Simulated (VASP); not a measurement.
# Pt (P2_1/m) in VASP: single point with PBEsol

Aim: the single point of Pt with PBEsol.

Program: VASP 6.6.1. These are calculated values, not measurements. Logs are shortened: lines on timing, memory, paths and dates and some standing lists are left out, and cuts for length are marked.

## (1) The cell of the first run

It takes space group P2_1/m (No. 11, monoclinic). The conventional cell has a = 2.770 Å, b = 3.918 Å, c = 2.770 Å, α = 90.00°, β = 90.00°, γ = 90.00°. Within 3.5 Å of Pt (site symmetry m) lie 12 Pt at 2.62 to 2.93 Å.

## (2) Single point, PBEsol (atoms displaced along several vibrational modes)

Contents of INCAR:

```
  PREC = Accurate
  ENCUT = 520
  EDIFF = 1E-6
  ISMEAR = 0
  SIGMA = 0.15
  LREAL = F
  LASPH = T
  NELM = 60
  ALGO = Fast
  ISIF = 2
  LWAVE = F
  LCHARG = T
  GGA = PS
  LELF = T
  LVHAR = T
  NBANDS = 17
```

Contents of KPOINTS:

```
regular mesh
0
Gamma
  16 16 12
```

Contents of POSCAR:

```
Pt
1.0
    0.0000000000     -1.9589709029     -1.9589709029
    0.0000000000      1.9589709029     -1.9589709029
    3.9179418058      0.0000000000      0.0000000000
Pt
2
Direct
    0.5396636825      0.4830012789      0.5000000000
   -0.0396636825      0.0169987211      0.0000000000
```

Potentials or basis: VASP PAW PBE potentials, release 64 (Pt).

Started as:

```
cat potpaw_PBE.64/Pt/POTCAR > POTCAR
mpirun -np 1 vasp_std > vasp.out
```

OUTCAR:

```text
PREC = Accurate
   ENCUT = 520
   EDIFF = 1E-6
   ISMEAR = 0
   LREAL = F
   LASPH = T
   NELM = 60
   ISIF = 2
   GGA = PS

 ion  position               nearest neighbor table
   1  0.540  0.483  0.500-   2 2.62   2 2.62   2 2.72   2 2.72   2 2.84   2 2.84   2 2.93   2 2.93

   2  0.960  0.017  0.000-   1 2.62   1 2.62   1 2.72   1 2.72   1 2.84   1 2.84   1 2.93   1 2.93

  LATTYP: Found a simple tetragonal cell.
 ALAT       =     2.7704032192
 C/A-ratio  =     1.4142135624

  Lattice vectors:

 A1 = (   0.0000000000,  -1.9589709029,  -1.9589709029)
 A2 = (   0.0000000000,   1.9589709029,  -1.9589709029)
 A3 = (   3.9179418058,   0.0000000000,   0.0000000000)

Analysis of symmetry for initial positions (statically):
=====================================================================
 Subroutine PRICEL returns:
 Original cell was already a primitive cell.

 Routine SETGRP: Setting up the symmetry group for a
 simple tetragonal supercell.

 Subroutine GETGRP returns: Found  4 space group operations
 (whereof  2 operations were pure point group operations)
 out of a pool of 16 trial point group operations.

The static configuration has the point symmetry C_1h.
 The point group associated with its full space group is C_2h.

Analysis of symmetry for dynamics (positions and initial velocities):
=====================================================================
 Subroutine PRICEL returns:
 Original cell was already a primitive cell.

 Routine SETGRP: Setting up the symmetry group for a
 simple tetragonal supercell.

 Subroutine GETGRP returns: Found  4 space group operations
 (whereof  2 operations were pure point group operations)
 out of a pool of 16 trial point group operations.

The dynamic configuration has the point symmetry C_1h.
 The point group associated with its full space group is C_2h.

 Subroutine INISYM returns: Found  4 space group operations
 (whereof  2 operations are pure point group operations),
 and found     1 'primitive' translations

----------------------------------------------------------------------------------------

                                     Primitive cell

  volume of cell :      30.0707

  direct lattice vectors                    reciprocal lattice vectors
     0.000000000 -1.958970903 -1.958970903     0.000000000 -0.255236052 -0.255236052
     0.000000000  1.958970903 -1.958970903     0.000000000  0.255236052 -0.255236052
     3.917941806  0.000000000  0.000000000     0.255236052  0.000000000  0.000000000

  length of vectors
     2.770403219  2.770403219  3.917941806     0.360958287  0.360958287  0.255236052

  position of ions in fractional coordinates (direct lattice)
     0.539663682  0.483001279  0.500000000
     0.960336318  0.016998721  0.000000000

  ion indices of the primitive-cell ions
   primitive index   ion index
                 1           1
                 2           2

----------------------------------------------------------------------------------------

 KPOINTS: regular mesh

Automatic generation of k-mesh.
 Grid dimensions read from file:
 generate k-points for:   16   16   12

 Generating k-lattice:

  Cartesian coordinates                     Fractional coordinates (reciprocal lattice)
     0.000000000 -0.015952253 -0.015952253     0.062500000  0.000000000  0.000000000
     0.000000000  0.015952253 -0.015952253     0.000000000  0.062500000  0.000000000
     0.021269671  0.000000000  0.000000000     0.000000000  0.000000000  0.083333333

  Length of vectors
     0.022559893  0.022559893  0.021269671

  Shift w.r.t. Gamma in fractional coordinates (k-lattice)
     0.000000000  0.000000000  0.000000000

 Subroutine IBZKPT returns following result:
 ===========================================

 Found    910 irreducible k-points:

 Following reciprocal coordinates:
            Coordinates               Weight
  0.000000  0.000000  0.000000      1.000000
  0.062500  0.000000  0.000000      2.000000
  0.000000  0.062500  0.000000      2.000000
  0.125000  0.000000  0.000000      2.000000
  0.000000  0.125000  0.000000      2.000000
  0.187500  0.000000  0.000000      2.000000
[... 16 lines left out ...]
  0.062500  0.125000  0.000000      2.000000
  0.187500  0.062500  0.000000      2.000000
 [... further k-points ...]
   k-points           NKPTS =    910   k-points in BZ     NKDIM =    910   number of bands    NBANDS=     17
   number of dos      NEDOS =    301   number of ions     NIONS =      2
   total plane-waves  NPLWV =  17280
   dimension x,y,z NGX =    24 NGY =   24 NGZ =   30
   dimension x,y,z NGXF=    48 NGYF=   48 NGZF=   60
   ions per type =               2
   NGX,Y,Z   is equivalent  to a cutoff of  14.40, 14.40, 12.73 a.u.
   NGXF,Y,Z  is equivalent  to a cutoff of  28.80, 28.80, 25.46 a.u.
 SYSTEM =  unknown system
   PREC   = accura    normal or accurate (medium, high low for compatibility)
   ISTART =      0    job   : 0-new  1-cont  2-samecut
   ICHARG =      2    charge: 1-file 2-atom 10-const
   ISPIN  =      1    spin polarized calculation?
   LNONCOLLINEAR =      F non collinear calculations
   LSORBIT =      F    spin-orbit coupling
   LASPH  =      T    aspherical Exc in radial PAW
   ENCUT  =  520.0 eV  38.22 Ry    6.18 a.u.   5.15  5.15  7.28*2*pi/ulx,y,z
   NELM   =     60;   NELMIN=  2; NELMDL= -5     # of ELM steps
   EDIFF  = 0.1E-05   stopping-criterion for ELM
   LREAL  =      F    real-space projection
   EDIFFG = 0.1E-04   stopping-criterion for IOM
   NSW    =      0    number of steps for IOM
   IBRION =     -1    ionic relax: 0-MD 1-quasi-New 2-CG
   NFREE  =      0    steps in history (QN), initial steepest desc. (CG)
   ISIF   =      2    stress and relaxation
   ISYM   =      2    0-nonsym 1-usesym 2-fastsym
   POTIM  = 0.5000    time-step for ionic-motion
   TEBEG  =    0.0;   TEEND  =   0.0 temperature during run
   PSTRESS=    0.0 pullay stress
   NELECT =      20.0000    total number of electrons
   NUPDOWN=      -1.0000    fix difference up-down
   EMIN   =  10.00;   EMAX   =-10.00  energy-range for DOS
   EFERMI =   0.00;   METHOD = LEGACY
   ISMEAR =     0;   SIGMA  =   0.15  broadening in eV -4-tet -1-fermi 0-gaus
   EFERMI_NEDOS =   21; number of points for ismear=-14 and -15
   IALGO  =     68    algorithm
   IMIX   =      4    mixing-type and parameters
     AMIX     =   0.40;   BMIX     =  1.00
     AMIX_MAG =   1.60;   BMIX_MAG =  1.00
  volume/ion in A,a.u.               =      15.04       101.46
  Fermi-wavevector in a.u.,A,eV,Ry     =   1.429015  2.700447 27.784245  2.042084
  Thomas-Fermi vector in A             =   2.549015
   LORBIT       =      0    0 simple, 1 ext, 2 COOP (PROOUT), +10 PAW based schemes
   GGA     = PS    functional components
   LHFCALC =     F    Hartree Fock is set to
   AEXX    =    0.0000 exact exchange contribution
   IVDW    =     0    specifies the selected vdW correction
   LEPSILON=     F    determine dielectric tensor
   LRPA    =     F    only Hartree local field effects (RPA)
 non-spin polarized calculation
 RMM-DIIS sequential band-by-band and
 Gauss-broadening in eV      SIGMA  =   0.15
  energy-cutoff  :      520.00
  volume of cell :       30.07
 maximum number of plane-waves:       830
 NGX is ok and might be reduce to    24
   NGX = 11   NGY = 11   NGZ = 15

 number of electron      19.9999999 magnetization

 Free energy of the ion-electron system (eV)
  ---------------------------------------------------
  ext. energy  EPLUGINS =         0.00000000
  ---------------------------------------------------
  free energy    TOTEN  =       -13.78483628 eV

  energy without entropy =      -13.74290190  energy(sigma->0) =      -13.76386909

 E-fermi :  11.1716     XC(G=0): -13.6347

 val. band max:       11.1709186164   @ k =   0.0625   0.3750  -0.0833
 cond. band min:      11.1717137434   @ k =  -0.1250   0.5000   0.3333
 fundamental gap:      0.0007951269
 Fermi energy:        11.1715880738

 k-point     1 :       0.0000    0.0000    0.0000
  band No.  band energies     occupation
      1       0.8301      2.00000
      2       3.9897      2.00000
      3       4.5592      2.00000
      4       7.1562      2.00000
      5       7.1997      2.00000
      6       7.5216      2.00000
[... 9 lines left out ...]
     16      26.2470      0.00000
     17      30.5614      0.00000

 k-point     2 :       0.0625    0.0000    0.0000
  band No.  band energies     occupation
      1       0.9344      2.00000
      2       4.0539      2.00000
      3       4.6359      2.00000
      4       7.1781      2.00000
      5       7.2601      2.00000
      6       7.4728      2.00000
[... 9 lines left out ...]
     16      26.4036      0.00000
     17      30.1796      0.00000

 k-point     3 :       0.0000    0.0625    0.0000
  band No.  band energies     occupation
      1       0.9361      2.00000
      2       4.0749      2.00000
      3       4.6148      2.00000
      4       7.1061      2.00000
      5       7.2467      2.00000
      6       7.5418      2.00000
[... 9 lines left out ...]
     16      26.3849      0.00000
     17      30.3160      0.00000

 k-point     4 :       0.1250    0.0000    0.0000
  band No.  band energies     occupation
      1       1.2403      2.00000
      2       4.2230      2.00000
      3       4.8726      2.00000
      4       7.1830      2.00000
      5       7.3979      2.00000
      6       7.4261      2.00000
[... 9 lines left out ...]
     16      26.8450      0.00000
     17      29.1334      0.00000

 k-point     5 :       0.0000    0.1250    0.0000
  band No.  band energies     occupation
      1       1.2471      2.00000
      2       4.3004      2.00000
      3       4.7957      2.00000
      4       6.9601      2.00000
      5       7.3673      2.00000
      6       7.6058      2.00000
[... 9 lines left out ...]
     16      26.7675      0.00000
     17      29.3000      0.00000

 k-point     6 :       0.1875    0.0000    0.0000
  band No.  band energies     occupation
      1       1.7264      2.00000
      2       4.4539      2.00000
      3       5.2601      2.00000
      4       7.0052      2.00000
      5       7.4857      2.00000
      6       7.6392      2.00000
[... 9 lines left out ...]
     16      27.4820      0.00000
     17      27.9753      0.00000

 k-point     7 :       0.0000    0.1875    0.0000
  band No.  band energies     occupation
      1       1.7428      2.00000
      2       4.5845      2.00000
      3       5.1327      2.00000
      4       6.7491      2.00000
      5       7.4928      2.00000
      6       7.6846      2.00000
[... 9 lines left out ...]
     16      27.2960      0.00000
     17      28.2339      0.00000

 k-point     8 :       0.2500    0.0000    0.0000
  band No.  band energies     occupation
      1       2.3571      2.00000
      2       4.7200      2.00000
      3       5.7306      2.00000
      4       6.7532      2.00000
      5       7.6223      2.00000
      6       7.7807      2.00000
[... 9 lines left out ...]
     16      26.9582      0.00000
     17      28.1118      0.00000
[... 203 lines left out ...]
      1       1.0401      2.00000
      2       4.1419      2.00000
      3       4.6906      2.00000
      4       7.1603      2.00000
      5       7.3101      2.00000
      6       7.4490      2.00000
[... 9 lines left out ...]
     16      26.5602      0.00000
     17      30.6063      0.00000

 k-point    20 :       0.1250    0.0625    0.0000
  band No.  band energies     occupation
      1       1.3437      2.00000
      2       4.3114      2.00000
      3       4.9175      2.00000
      4       6.9500      2.00000
      5       7.4818      2.00000
      6       7.6317      2.00000
[... 9 lines left out ...]
     16      26.9491      0.00000
     17      29.2639      0.00000

 k-point    21 :      -0.0625    0.1250    0.0000
  band No.  band energies     occupation
      1       1.3499      2.00000
      2       4.3747      2.00000
      3       4.8650      2.00000
      4       6.9708      2.00000
      5       7.4376      2.00000
      6       7.5438      2.00000
[... 9 lines left out ...]
     16      26.9621      0.00000
     17      29.4233      0.00000

 k-point    22 :      -0.1250    0.0625    0.0000
  band No.  band energies     occupation
      1       1.3447      2.00000
      2       4.3158      2.00000
      3       4.9233      2.00000
      4       7.1339      2.00000
      5       7.3937      2.00000
      6       7.4845      2.00000
[... 9 lines left out ...]
     16      27.0215      0.00000
     17      29.3155      0.00000

 k-point    23 :       0.0625    0.1250    0.0000
  band No.  band energies     occupation
      1       1.3489      2.00000
      2       4.3704      2.00000
      3       4.8592      2.00000
      4       6.8574      2.00000
      5       7.4350      2.00000
      6       7.7103      2.00000
[... 9 lines left out ...]
     16      26.8902      0.00000
     17      29.3762      0.00000

 k-point    24 :       0.1875    0.0625    0.0000
  band No.  band energies     occupation
      1       1.8263      2.00000
      2       4.5428      2.00000
      3       5.2964      2.00000
      4       6.7789      2.00000
      5       7.7039      2.00000
      6       7.7339      2.00000
[... 9 lines left out ...]
     16      27.5741      0.00000
     17      28.2140      0.00000

 [... further k-points ...]

------------------------ aborting loop because EDIFF is reached ----------------------------------------

  FORCE on cell =-STRESS in cart. coord.  units (eV):
  Direction    XX          YY          ZZ          XY          YZ          ZX
  --------------------------------------------------------------------------------------
  -------------------------------------------------------------------------------------
  Total        1.2814404      0.7330446      0.0319543      0.0000000     -0.1781276      0.0000000
  in kB       68.2755226     39.0568355      1.7025348      0.0000000     -9.4906925      0.0000000
  external PRESSURE =      36.3449643 kB  Pullay stress =       0.0000000 kB

 VOLUME and BASIS-vectors are now :
 -----------------------------------------------------------------------------
  energy-cutoff  :      520.00
  volume of cell :       30.07
      direct lattice vectors                 reciprocal lattice vectors
     0.000000000 -1.958970903 -1.958970903     0.000000000 -0.255236052 -0.255236052
     0.000000000  1.958970903 -1.958970903     0.000000000  0.255236052 -0.255236052
     3.917941806  0.000000000  0.000000000     0.255236052  0.000000000  0.000000000

 POSITION                                       TOTAL-FORCE (eV/Angst)
 -----------------------------------------------------------------------------------
      1.95897     -0.11100     -2.00337         0.000000      1.263213      0.318201
      0.00000     -1.84797     -1.91457         0.000000     -1.263213     -0.318201
 -----------------------------------------------------------------------------------
    total drift:                               -0.000000     -0.000000      0.000000

  FREE ENERGIE OF THE ION-ELECTRON SYSTEM (eV)
  ---------------------------------------------------
  free  energy   TOTEN  =       -13.7848362818 eV

  energy  without entropy=      -13.7429018971  energy(sigma->0) =      -13.76386909
```

Run time: 7.7 min. Hardware: 1 thread of Intel Xeon 8259CL, shared host; peak memory 0.47 GiB.

What came out:

| Item | Value |
| --- | --- |
| Free energy | -13.7848 eV |
| Pressure | 3.6 GPa |
| Largest force | 1.303 eV/Å |
| Band gap on the k mesh | zero (bands 10 and 11 overlap by 1.30 eV) |

Forces in eV/Å, atoms in the order of the input:
```
Pt   0.000  1.263  0.318
Pt   0.000 -1.263 -0.318
```

Stress tensor (GPa, compression positive):
```
 6.83  0.00  0.00
 0.00  3.91 -0.95
 0.00 -0.95  0.17
```

Caveat: the cell differs from its parent crystal (atoms displaced along several vibrational modes); the stress differs along the axes, from 0 to 7 GPa; the PAW data sets were made with another functional, which shifts forces and pressure a little; spin-orbit coupling is left out, which moves the levels of the heavy elements.
